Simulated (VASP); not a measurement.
# AlNi5 (P4/mmm) in VASP: single point with PBE

Aim: the single point of AlNi5 with PBE.

Everything below comes from runs of VASP 6.6.1. Logs are shortened: lines on timing, memory, paths and dates and some standing lists are left out, and cuts for length are marked.

## Step 1: The cell of the first run

The structure is tetragonal, space group P4/mmm (No. 123). The conventional cell has a = 2.609 Å, b = 2.609 Å, c = 9.960 Å, α = 90.00°, β = 90.00°, γ = 90.00°. Within 3.4 Å of Al (site symmetry 4/mmm) lie 10 Ni at 2.48 to 3.35 Å and 4 Al at 2.61 Å. Ni (site symmetry 4mm) has 4 Al at 2.48 Å and 10 Ni at 2.51 to 3.33 Å within 3.4 Å. Within 3.4 Å of Ni (site symmetry 4mm) lie 13 Ni at 2.46 to 3.26 Å and 1 Al at 3.35 Å. Within 3.4 Å of Ni (site symmetry 4/mmm) lie 14 Ni at 2.46 to 3.33 Å.

## Step 2: Single point, PBE, collinear spin

Input file INCAR:

```
ALGO = Normal ; EDIFF = 1E-6
ENCUT = 600 ; GGA = PE
GGA_COMPAT = F ; ISIF = 2
ISMEAR = 0 ; ISPIN = 2
LASPH = T ; LCHARG = F
LMAXMIX = 4 ; LORBIT = 11
LREAL = F ; LWAVE = F
MAGMOM = 0 0 0 0.67 0.77 0.67 ; NBANDS = 40
NELM = 200 ; PREC = Accurate
SIGMA = 0.1
```

Input file KPOINTS:

```
k-points
0
Gamma
  14 14 4
```

Input file POSCAR:

```
AlNi5
1.0
    2.6088042722      0.0000000000      0.0000000000
    0.0000000000      2.6088042722      0.0000000000
    0.0000000000      0.0000000000      9.9603824895
Al Ni
1 5
Direct
    0.0000000000      0.0000000000      0.0000000000
    0.5000000000      0.5000000000      0.1659679431
    0.5000000000      0.5000000000      0.8340320569
    0.0000000000      0.0000000000      0.3363509962
    0.5000000000      0.5000000000      0.5000000000
    0.0000000000      0.0000000000      0.6636490038
```

Potentials or basis: VASP PAW PBE potentials, release 64 (Al, Ni).

Run with:

```bash
cat potpaw_PBE.64/Al/POTCAR potpaw_PBE.64/Ni/POTCAR > POTCAR
mpirun -np 1 vasp_std > vasp.out
```

OUTCAR:

```text
EDIFF = 1E-6
   ENCUT = 600
   GGA = PE
   ISIF = 2
   ISMEAR = 0
   ISPIN = 2
   LASPH = T
   LORBIT = 11
   LREAL = F
   NELM = 200
   PREC = Accurate

 ion  position               nearest neighbor table
   1  0.000  0.000  0.000-   2 2.48   3 2.48   2 2.48   3 2.48   2 2.48   3 2.48   2 2.48   3 2.48

   2  0.500  0.500  0.166-   1 2.48   1 2.48   1 2.48   1 2.48   4 2.51   4 2.51   4 2.51   4 2.51

   3  0.500  0.500  0.834-   1 2.48   1 2.48   1 2.48   1 2.48   6 2.51   6 2.51   6 2.51   6 2.51

   4  0.000  0.000  0.336-   5 2.46   5 2.46   5 2.46   5 2.46   2 2.51   2 2.51   2 2.51   2 2.51

   5  0.500  0.500  0.500-   4 2.46   6 2.46   4 2.46   6 2.46   4 2.46   6 2.46   4 2.46   6 2.46

   6  0.000  0.000  0.664-   5 2.46   5 2.46   5 2.46   5 2.46   3 2.51   3 2.51   3 2.51   3 2.51

  LATTYP: Found a simple tetragonal cell.
 ALAT       =     2.6088042722
 C/A-ratio  =     3.8179876488

  Lattice vectors:

 A1 = (   2.6088042722,   0.0000000000,   0.0000000000)
 A2 = (   0.0000000000,   2.6088042722,   0.0000000000)
 A3 = (   0.0000000000,   0.0000000000,   9.9603824895)

Analysis of symmetry for initial positions (statically):
=====================================================================
 Subroutine PRICEL returns:
 Original cell was already a primitive cell.

 Routine SETGRP: Setting up the symmetry group for a
 simple tetragonal supercell.

 Subroutine GETGRP returns: Found 16 space group operations
 (whereof 16 operations were pure point group operations)
 out of a pool of 16 trial point group operations.

The static configuration has the point symmetry D_4h.

Analysis of symmetry for dynamics (positions and initial velocities):
=====================================================================
 Subroutine PRICEL returns:
 Original cell was already a primitive cell.

 Routine SETGRP: Setting up the symmetry group for a
 simple tetragonal supercell.

 Subroutine GETGRP returns: Found 16 space group operations
 (whereof 16 operations were pure point group operations)
 out of a pool of 16 trial point group operations.

The dynamic configuration has the point symmetry D_4h.

Analysis of structural, dynamic, and magnetic symmetry:
=====================================================================
 Subroutine PRICEL returns:
 Original cell was already a primitive cell.

 Routine SETGRP: Setting up the symmetry group for a
 simple tetragonal supercell.

 Subroutine GETGRP returns: Found 16 space group operations
 (whereof 16 operations were pure point group operations)
 out of a pool of 16 trial point group operations.

The overall configuration has the point symmetry D_4h.

 Subroutine INISYM returns: Found 16 space group operations
 (whereof 16 operations are pure point group operations),
 and found     1 'primitive' translations

----------------------------------------------------------------------------------------

                                     Primitive cell

  volume of cell :      67.7890

  direct lattice vectors                    reciprocal lattice vectors
     2.608804272  0.000000000  0.000000000     0.383317373  0.000000000  0.000000000
     0.000000000  2.608804272  0.000000000     0.000000000  0.383317373  0.000000000
     0.000000000  0.000000000  9.960382490     0.000000000  0.000000000  0.100397751

  length of vectors
     2.608804272  2.608804272  9.960382490     0.383317373  0.383317373  0.100397751

  position of ions in fractional coordinates (direct lattice)
     0.000000000  0.000000000  0.000000000
     0.500000000  0.500000000  0.165967943
     0.500000000  0.500000000  0.834032057
     0.000000000  0.000000000  0.336350996
     0.500000000  0.500000000  0.500000000
     0.000000000  0.000000000  0.663649004

  ion indices of the primitive-cell ions
   primitive index   ion index
                 1           1
                 2           2
                 3           3
                 4           4
[... 33 lines left out ...]
  0.142857  0.000000  0.000000      4.000000
  0.214286  0.000000  0.000000      4.000000
  0.285714  0.000000  0.000000      4.000000
  0.357143  0.000000  0.000000      4.000000
[... 16 lines left out ...]
  0.285714  0.214286  0.000000      8.000000
  0.357143  0.214286  0.000000      8.000000
 [... further k-points ...]
   k-points           NKPTS =    108   k-points in BZ     NKDIM =    108   number of bands    NBANDS=     40
   number of dos      NEDOS =    301   number of ions     NIONS =      6
   total plane-waves  NPLWV =  46080
   dimension x,y,z NGX =    24 NGY =   24 NGZ =   80
   dimension x,y,z NGXF=    48 NGYF=   48 NGZF=  160
   ions per type =               1   5
   NGX,Y,Z   is equivalent  to a cutoff of  15.29, 15.29, 13.35 a.u.
   NGXF,Y,Z  is equivalent  to a cutoff of  30.59, 30.59, 26.71 a.u.
 SYSTEM =  unknown system
   PREC   = accura    normal or accurate (medium, high low for compatibility)
   ISTART =      0    job   : 0-new  1-cont  2-samecut
   ICHARG =      2    charge: 1-file 2-atom 10-const
   ISPIN  =      2    spin polarized calculation?
   LNONCOLLINEAR =      F non collinear calculations
   LSORBIT =      F    spin-orbit coupling
   LASPH  =      T    aspherical Exc in radial PAW
   ENCUT  =  600.0 eV  44.10 Ry    6.64 a.u.   5.21  5.21 19.89*2*pi/ulx,y,z
   NELM   =    200;   NELMIN=  2; NELMDL= -5     # of ELM steps
   EDIFF  = 0.1E-05   stopping-criterion for ELM
   LREAL  =      F    real-space projection
   EDIFFG = 0.1E-04   stopping-criterion for IOM
   NSW    =      0    number of steps for IOM
   IBRION =     -1    ionic relax: 0-MD 1-quasi-New 2-CG
   NFREE  =      0    steps in history (QN), initial steepest desc. (CG)
   ISIF   =      2    stress and relaxation
   ISYM   =      2    0-nonsym 1-usesym 2-fastsym
   POTIM  = 0.5000    time-step for ionic-motion
   TEBEG  =    0.0;   TEEND  =   0.0 temperature during run
   PSTRESS=    0.0 pullay stress
   NELECT =      53.0000    total number of electrons
   NUPDOWN=      -1.0000    fix difference up-down
   EMIN   =  10.00;   EMAX   =-10.00  energy-range for DOS
   EFERMI =   0.00;   METHOD = LEGACY
   ISMEAR =     0;   SIGMA  =   0.10  broadening in eV -4-tet -1-fermi 0-gaus
   EFERMI_NEDOS =   21; number of points for ismear=-14 and -15
   IALGO  =     38    algorithm
   IMIX   =      4    mixing-type and parameters
     AMIX     =   0.40;   BMIX     =  1.00
     AMIX_MAG =   1.60;   BMIX_MAG =  1.00
  volume/ion in A,a.u.               =      11.30        76.24
  Fermi-wavevector in a.u.,A,eV,Ry     =   1.508159  2.850007 30.947042  2.274543
  Thomas-Fermi vector in A             =   2.618650
   LORBIT       =     11    0 simple, 1 ext, 2 COOP (PROOUT), +10 PAW based schemes
   GGA     = PE    functional components
   LHFCALC =     F    Hartree Fock is set to
   AEXX    =    0.0000 exact exchange contribution
   IVDW    =     0    specifies the selected vdW correction
   LEPSILON=     F    determine dielectric tensor
   LRPA    =     F    only Hartree local field effects (RPA)
 spin polarized calculation
 Gauss-broadening in eV      SIGMA  =   0.10
  energy-cutoff  :      600.00
  volume of cell :       67.79
 maximum number of plane-waves:      2288
 NGX is ok and might be reduce to    24
   NGX = 11   NGY = 11   NGZ = 39

 number of electron      53.0000006 magnetization       1.9293271

 Free energy of the ion-electron system (eV)
  ---------------------------------------------------
  ext. energy  EPLUGINS =         0.00000000
  ---------------------------------------------------
  free energy    TOTEN  =       -32.23273668 eV

  energy without entropy =      -32.20082170  energy(sigma->0) =      -32.21677919

 E-fermi :   9.3909     XC(G=0): -12.7941

 val. band max:        9.3905860753   @ k =   0.3571   0.1429   0.0000
 cond. band min:       9.3936634579   @ k =   0.2857   0.0714   0.2500
 fundamental gap:      0.0030773826
 Fermi energy:         9.3908873168

 spin component 1

 k-point     1 :       0.0000    0.0000    0.0000
  band No.  band energies     occupation
      1      -1.1115      1.00000
      2       1.4409      1.00000
      3       1.7893      1.00000
      4       4.6101      1.00000
      5       4.9260      1.00000
      6       5.4379      1.00000
[... 973 lines left out ...]
     37      18.7749      0.00000
     38      20.0712      0.00000

 [... further k-points ...]

 spin component 2

 k-point     1 :       0.0000    0.0000    0.0000
  band No.  band energies     occupation
      1      -1.1220      1.00000
      2       1.4181      1.00000
      3       1.7767      1.00000
      4       4.6815      1.00000
      5       5.0704      1.00000
      6       5.5662      1.00000
[... 973 lines left out ...]
     37      18.8858      0.00000
     38      20.1151      0.00000

 [... further k-points ...]

 [bands above 38 left out]

------------------------ aborting loop because EDIFF is reached ----------------------------------------

  FORCE on cell =-STRESS in cart. coord.  units (eV):
  Direction    XX          YY          ZZ          XY          YZ          ZX
  --------------------------------------------------------------------------------------
  -------------------------------------------------------------------------------------
  Total        0.0165304      0.0165304     -0.1100390      0.0000000      0.0000000      0.0000000
  in kB        0.3906913      0.3906913     -2.6007487      0.0000000      0.0000000      0.0000000
  external PRESSURE =      -0.6064554 kB  Pullay stress =       0.0000000 kB

 VOLUME and BASIS-vectors are now :
 -----------------------------------------------------------------------------
  energy-cutoff  :      600.00
  volume of cell :       67.79
      direct lattice vectors                 reciprocal lattice vectors
     2.608804272  0.000000000  0.000000000     0.383317373  0.000000000  0.000000000
     0.000000000  2.608804272  0.000000000     0.000000000  0.383317373  0.000000000
     0.000000000  0.000000000  9.960382490     0.000000000  0.000000000  0.100397751

 POSITION                                       TOTAL-FORCE (eV/Angst)
 -----------------------------------------------------------------------------------
      0.00000      0.00000      0.00000        -0.000000     -0.000000      0.000000
      1.30440      1.30440      1.65310        -0.000000     -0.000000      0.008393
      1.30440      1.30440      8.30728         0.000000      0.000000     -0.008393
      0.00000      0.00000      3.35018        -0.000000     -0.000000     -0.002787
      1.30440      1.30440      4.98019        -0.000000     -0.000000      0.000000
      0.00000      0.00000      6.61020        -0.000000     -0.000000      0.002787
 -----------------------------------------------------------------------------------
    total drift:                                0.000000     -0.000000     -0.000000

  FREE ENERGIE OF THE ION-ELECTRON SYSTEM (eV)
  ---------------------------------------------------
  free  energy   TOTEN  =       -32.2327366761 eV

  energy  without entropy=      -32.2008217030  energy(sigma->0) =      -32.21677919

 total charge

# of ion       s       p       d       tot
------------------------------------------
    1        0.404   0.440   0.000   0.844
    2        0.484   0.503   8.406   9.392
    3        0.484   0.503   8.406   9.392
    4        0.479   0.459   8.313   9.252
    5        0.488   0.480   8.302   9.270
    6        0.479   0.459   8.313   9.252
--------------------------------------------------
tot          2.820   2.843  41.740  47.403

 magnetization (x)

# of ion       s       p       d       tot
------------------------------------------
    1        0.000  -0.002   0.000  -0.001
    2       -0.003  -0.008   0.096   0.085
    3       -0.003  -0.008   0.096   0.085
    4       -0.003  -0.016   0.593   0.574
    5       -0.004  -0.021   0.684   0.658
    6       -0.003  -0.016   0.593   0.574
--------------------------------------------------
tot         -0.015  -0.071   2.063   1.977
```

Run time: 21 min. Hardware: 1 thread of Intel Xeon 8259CL, shared host; peak memory 0.59 GiB.

What came out:

| Quantity | Value |
| --- | --- |
| Free energy | -32.2327 eV |
| Pressure | -0.1 GPa |
| Largest force | 0.008 eV/Å |
| Net moment | 1.93 μB per cell |
| Site moments | Al -0.00; Ni +0.09, +0.57, +0.66 (each value once) μB |
| Valence electrons inside the program's atomic spheres | Al 0.84; Ni 9.39, 9.25, 9.27 (each value once) |

Forces in eV/Å, atoms in the order of the input:
```
Al   0.000  0.000  0.000
Ni   0.000  0.000  0.008
Ni   0.000  0.000 -0.008
Ni   0.000  0.000 -0.003
Ni   0.000  0.000  0.000
Ni   0.000  0.000  0.003
```
